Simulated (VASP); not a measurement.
# TiO2 (I4_1/amd) in VASP: settings compared, part 3 of 3

VASP 6.6.1. Earlier steps stand in the parts before.

### Step 6. Relaxation of cell and atoms, SVWN5

This run uses another cell than the first one, of 11.35 Å³/atom.

INCAR

```
SYSTEM = TiO2
ALGO     = Normal         ! electronic algorithm
EDIFF    = 1E-6           ! SCF threshold, eV
EDIFFG   = -0.01          ! ionic threshold
ENCUT    = 600            ! plane-wave cutoff, eV
GGA      = VW             ! functional
IBRION   = 2              ! ionic algorithm
ISIF     = 3              ! what is computed and relaxed
ISMEAR   = -1             ! smearing method
LASPH    = .TRUE.         ! aspherical terms in the spheres
LCHARG   = .FALSE.        ! write CHGCAR
LREAL    = .FALSE.        ! projectors in reciprocal space
LWAVE    = .FALSE.        ! write WAVECAR
NELM     = 80             ! most SCF steps
NSW      = 60             ! ionic steps
PREC     = Accurate       ! precision mode
SIGMA    = 0.05           ! smearing width, eV
```

KPOINTS

```
k-points
0
G
  10 10 10
  0 0 0
```

POSCAR

```
TiO2
1.0
   -1.8921000000      1.8921000000      4.7573000000
    1.8921000000     -1.8921000000      4.7573000000
    1.8921000000      1.8921000000     -4.7573000000
Ti O
2 4
Direct
    0.7500000000      0.2500000000      0.5000000000
    0.0000000000      0.0000000000      0.0000000000
    0.7919000000      0.7919000000      0.0000000000
    0.5419000000      0.0419000000      0.5000000000
    0.9581000000      0.4581000000      0.5000000000
    0.2081000000      0.2081000000      0.0000000000
```

Potentials or basis: VASP PAW PBE potentials, release 64 (Ti_sv, O).

Launch:

```sh
cat potpaw_PBE.64/Ti_sv/POTCAR potpaw_PBE.64/O/POTCAR > POTCAR
mpirun -np 1 vasp_std > vasp.out
```

OUTCAR:

```text
SYSTEM = TiO2
   EDIFF = 1E-6
   EDIFFG = -0.01
   ENCUT = 600
   GGA = VW
   IBRION = 2
   ISIF = 3
   ISMEAR = -1
   LASPH = .TRUE.
   LREAL = .FALSE.
   NELM = 80
   NSW = 60
   PREC = Accurate

 ion  position               nearest neighbor table
   1  0.750  0.250  0.500-   3 1.93   6 1.93   3 1.93   6 1.93   5 1.98   4 1.98
   2  0.000  0.000  0.000-   4 1.93   5 1.93   4 1.93   5 1.93   3 1.98   6 1.98
   3  0.792  0.792  0.000-   1 1.93   1 1.93   2 1.98
   4  0.542  0.042  0.500-   2 1.93   2 1.93   1 1.98
   5  0.958  0.458  0.500-   2 1.93   2 1.93   1 1.98
   6  0.208  0.208  0.000-   1 1.93   1 1.93   2 1.98

  LATTYP: Found a body centered tetragonal cell.
 ALAT       =     3.7842000000
 C/A-ratio  =     2.5142962846

  Lattice vectors:

 A1 = (  -1.8921000000,   1.8921000000,   4.7573000000)
 A2 = (   1.8921000000,  -1.8921000000,   4.7573000000)
 A3 = (   1.8921000000,   1.8921000000,  -4.7573000000)

Analysis of symmetry for initial positions (statically):
=====================================================================
 Subroutine PRICEL returns:
 Original cell was already a primitive cell.

 Routine SETGRP: Setting up the symmetry group for a
 body centered tetragonal supercell.

 Subroutine GETGRP returns: Found 16 space group operations
 (whereof  8 operations were pure point group operations)
 out of a pool of 16 trial point group operations.

The static configuration has the point symmetry D_2d.
 The point group associated with its full space group is D_4h.

Analysis of symmetry for dynamics (positions and initial velocities):
=====================================================================
 Subroutine PRICEL returns:
 Original cell was already a primitive cell.

 Routine SETGRP: Setting up the symmetry group for a
 body centered tetragonal supercell.

 Subroutine GETGRP returns: Found 16 space group operations
 (whereof  8 operations were pure point group operations)
 out of a pool of 16 trial point group operations.

The dynamic configuration has the point symmetry D_2d.
 The point group associated with its full space group is D_4h.

 Subroutine INISYM returns: Found 16 space group operations
 (whereof  8 operations are pure point group operations),
 and found     1 'primitive' translations

----------------------------------------------------------------------------------------

                                     Primitive cell

  volume of cell :      68.1253

  direct lattice vectors                    reciprocal lattice vectors
    -1.892100000  1.892100000  4.757300000     0.000000000  0.264256646  0.105101633
     1.892100000 -1.892100000  4.757300000     0.264256646  0.000000000  0.105101633
     1.892100000  1.892100000 -4.757300000     0.264256646  0.264256646  0.000000000

  length of vectors
     5.458203744  5.458203744  5.458203744     0.284390450  0.284390450  0.373715333

  position of ions in fractional coordinates (direct lattice)
     0.750000000  0.250000000  0.500000000
     0.000000000  0.000000000  0.000000000
     0.791900000  0.791900000  0.000000000
[... 44 lines left out ...]
  0.300000 -0.000000  0.000000      8.000000
  0.400000  0.000000  0.000000      8.000000
  0.500000  0.000000  0.000000      4.000000
[... 16 lines left out ...]
  0.300000  0.300000  0.000000      8.000000
  0.400000  0.300000  0.000000     16.000000
 [... further k-points ...]
   k-points           NKPTS =    102   k-points in BZ     NKDIM =    102   number of bands    NBANDS=     28
   number of dos      NEDOS =    301   number of ions     NIONS =      6
   total plane-waves  NPLWV = 110592
   dimension x,y,z NGX =    48 NGY =   48 NGZ =   48
   dimension x,y,z NGXF=    96 NGYF=   96 NGZF=   96
   ions per type =               2   4
   NGX,Y,Z   is equivalent  to a cutoff of  14.62, 14.62, 14.62 a.u.
   NGXF,Y,Z  is equivalent  to a cutoff of  29.24, 29.24, 29.24 a.u.
 SYSTEM =  TiO2
   PREC   = accura    normal or accurate (medium, high low for compatibility)
   ISTART =      0    job   : 0-new  1-cont  2-samecut
   ICHARG =      2    charge: 1-file 2-atom 10-const
   ISPIN  =      1    spin polarized calculation?
   LNONCOLLINEAR =      F non collinear calculations
   LSORBIT =      F    spin-orbit coupling
   LASPH  =      T    aspherical Exc in radial PAW
   ENCUT  =  600.0 eV  44.10 Ry    6.64 a.u.  10.90 10.90 10.90*2*pi/ulx,y,z
   NELM   =     80;   NELMIN=  2; NELMDL= -5     # of ELM steps
   EDIFF  = 0.1E-05   stopping-criterion for ELM
   LREAL  =      F    real-space projection
   EDIFFG = -.1E-01   stopping-criterion for IOM
   NSW    =     60    number of steps for IOM
   IBRION =      2    ionic relax: 0-MD 1-quasi-New 2-CG
   NFREE  =      1    steps in history (QN), initial steepest desc. (CG)
   ISIF   =      3    stress and relaxation
   ISYM   =      2    0-nonsym 1-usesym 2-fastsym
   POTIM  = 0.5000    time-step for ionic-motion
   TEBEG  =    0.0;   TEEND  =   0.0 temperature during run
   PSTRESS=    0.0 pullay stress
   NELECT =      48.0000    total number of electrons
   NUPDOWN=      -1.0000    fix difference up-down
   EMIN   =  10.00;   EMAX   =-10.00  energy-range for DOS
   EFERMI =   0.00;   METHOD = LEGACY
   ISMEAR =    -1;   SIGMA  =   0.05  broadening in eV -4-tet -1-fermi 0-gaus
   EFERMI_NEDOS =   21; number of points for ismear=-14 and -15
   IALGO  =     38    algorithm
   IMIX   =      4    mixing-type and parameters
     AMIX     =   0.40;   BMIX     =  1.00
     AMIX_MAG =   1.60;   BMIX_MAG =  1.00
  volume/ion in A,a.u.               =      11.35        76.62
  Fermi-wavevector in a.u.,A,eV,Ry     =   1.456752  2.752862 28.873289  2.122127
  Thomas-Fermi vector in A             =   2.573634
   LORBIT       =      0    0 simple, 1 ext, 2 COOP (PROOUT), +10 PAW based schemes
   GGA     = VW    functional components
   LHFCALC =     F    Hartree Fock is set to
   AEXX    =    0.0000 exact exchange contribution
   IVDW    =     0    specifies the selected vdW correction
   LEPSILON=     F    determine dielectric tensor
   LRPA    =     F    only Hartree local field effects (RPA)
 conjugate gradient relaxation of ions
 non-spin polarized calculation
  energy-cutoff  :      600.00
  volume of cell :       68.13
 maximum number of plane-waves:      2300
 NGX is ok and might be reduce to    48
   NGX = 21   NGY = 21   NGZ = 21

--------------------------------------- Ionic step        1  -------------------------------------------

 number of electron      47.9999997 magnetization

 Free energy of the ion-electron system (eV)
  ---------------------------------------------------
  ext. energy  EPLUGINS =         0.00000000
  ---------------------------------------------------
  free energy    TOTEN  =       -58.89543194 eV

  energy without entropy =      -58.89543194  energy(sigma->0) =      -58.89543194

------------------------ aborting loop because EDIFF is reached ----------------------------------------

  FORCE on cell =-STRESS in cart. coord.  units (eV):
  Direction    XX          YY          ZZ          XY          YZ          ZX
  --------------------------------------------------------------------------------------
  -------------------------------------------------------------------------------------
  Total       -2.7037710     -2.7037710     -2.3198283      0.0000000      0.0000000      0.0000000
  in kB      -63.5875059    -63.5875059    -54.5579095      0.0000000      0.0000000      0.0000000
  external PRESSURE =     -60.5776404 kB  Pullay stress =       0.0000000 kB
[... 187 lines left out ...]
--------------------------------------- Ionic step        6  -------------------------------------------

 number of electron      47.9999997 magnetization

 Free energy of the ion-electron system (eV)
  ---------------------------------------------------
  ext. energy  EPLUGINS =         0.00000000
  ---------------------------------------------------
  free energy    TOTEN  =       -58.93199694 eV

  energy without entropy =      -58.93199694  energy(sigma->0) =      -58.93199694

 E-fermi :   4.4247     XC(G=0): -11.4839

 val. band max:        3.2747381043   @ k =  -0.4000   0.4000   0.0000
 cond. band min:       5.3395845835   @ k =   0.0000   0.0000   0.0000
 fundamental gap:      2.0648464791
 Fermi energy:         4.4247130398

 k-point     1 :       0.0000    0.0000    0.0000
  band No.  band energies     occupation
      1     -52.4011      2.00000
      2     -52.3284      2.00000
      3     -29.2414      2.00000
      4     -28.9670      2.00000
      5     -28.9670      2.00000
      6     -28.8849      2.00000
[... 733 lines left out ...]
     27       6.9071      0.00000
     28       7.0551      0.00000

 [... further k-points ...]

------------------------ aborting loop because EDIFF is reached ----------------------------------------

  FORCE on cell =-STRESS in cart. coord.  units (eV):
  Direction    XX          YY          ZZ          XY          YZ          ZX
  --------------------------------------------------------------------------------------
  -------------------------------------------------------------------------------------
  Total        0.0341576      0.0341576      0.0409919      0.0000000     -0.0000000      0.0000000
  in kB        0.8260985      0.8260985      0.9913852      0.0000000     -0.0000000      0.0000000
  external PRESSURE =       0.8811940 kB  Pullay stress =       0.0000000 kB
[... 21 lines left out ...]
  FREE ENERGIE OF THE ION-ELECTRON SYSTEM (eV)
  ---------------------------------------------------
  free  energy   TOTEN  =       -58.9319969353 eV

  energy  without entropy=      -58.9319969352  energy(sigma->0) =      -58.93199694

 reached required accuracy - stopping structural energy minimisation
```

It took 13 min on 1 thread of Intel Xeon 6975P-C (Granite Rapids), shared host; peak memory 0.39 GiB.

Results:

- Free energy: -58.9320 eV
- Relaxed volume: 11.04 Å³/atom
- Relaxed cell: a = 5.418 Å, b = 5.418 Å, c = 5.418 Å, α = 139.57°, β = 139.57°, γ = 58.50°
- Space group after relaxing (to 0.1 Å): I4_1/amd (No. 141)
- Energy gained by relaxing: 6.1 meV/atom
- Ionic steps: 6
- Pressure after relaxing: 0.1 GPa
- Band gap on the k mesh: 2.06 eV (least direct gap 2.41 eV)

Forces in eV/Å, atoms in the order of the input:
```
Ti   0.000  0.000  0.000
Ti   0.000  0.000  0.000
O    0.000  0.000 -0.002
O    0.000  0.000 -0.002
O    0.000  0.000  0.002
O    0.000  0.000  0.002
```

The path:
```
step  energy change (eV)  largest force (eV/Å)  pressure (GPa)  volume (Å³)
   1              0.0000                0.1016           -6.06        68.13
   2              0.0317                0.3382            9.31        63.98
   3             -0.0356                0.0758           -0.05        66.34
   4             -0.0356                0.0797            0.01        66.30
   5             -0.0365                0.0245            0.08        66.23
   6             -0.0366                0.0021            0.09        66.25
```

Final structure:
```
Ti O
1.0
    -1.87185    1.87185    4.72679
     1.87185   -1.87185    4.72679
     1.87185    1.87185   -4.72679
Ti O
2 4
Direct
  0.75000 0.25000 0.50000
  0.00000 0.00000 0.00000
  0.79186 0.79186 0.00000
  0.54186 0.04186 0.50000
  0.95814 0.45814 0.50000
  0.20814 0.20814 0.00000
```

Caveat: the PAW data sets were made with another functional, which shifts forces and pressure a little. A k mesh can miss the band edges.

### Step 7. Summary

| task | level | cell | cutoff (eV) | gap on the mesh (eV) | pressure (GPa) | largest force (eV/Å) |
| --- | --- | --- | --- | --- | --- | --- |
| single point | PBE | a = 5.063 Å, angles 136.7, 136.7, 62.9°, 6 atoms, atomic positions A | 520 | 1.80 | 30.8 | 0.04 |
| single point | PBE | a = 5.207 Å, angles 137.8, 137.8, 61.3°, 6 atoms, atomic positions B | 520 | 1.93 | 20.8 | 0.03 |
| single point | PBE | a = 5.372 Å, angles 138.9, 138.9, 59.5°, 6 atoms, atomic positions C | 520 | 2.06 | 10.8 | 0.03 |
| single point | PBE | a = 5.457 Å, angles 139.4, 139.4, 58.7°, 6 atoms, atomic positions D | 520 | 2.09 | 5.7 | 0.02 |
| relaxation of cell and atoms | SVWN5 | relaxed from a = 5.458 Å, angles 139.4, 139.4, 58.7°, 6 atoms, atomic positions E | 600 | 2.06 | 0.1 | - |

Alike in all rows: potentials or basis VASP PAW PBE potentials, release 64 (Ti_sv, O); no spin polarisation; k mesh 10 × 10 × 10; smearing fermi-dirac 0.05 eV.

Caveats: the cell stands under pressure (at least some runs); the PAW data sets were made with another functional, which shifts forces and pressure a little (at least some runs).

Absolute energies hang on the potentials; compare differences alone.
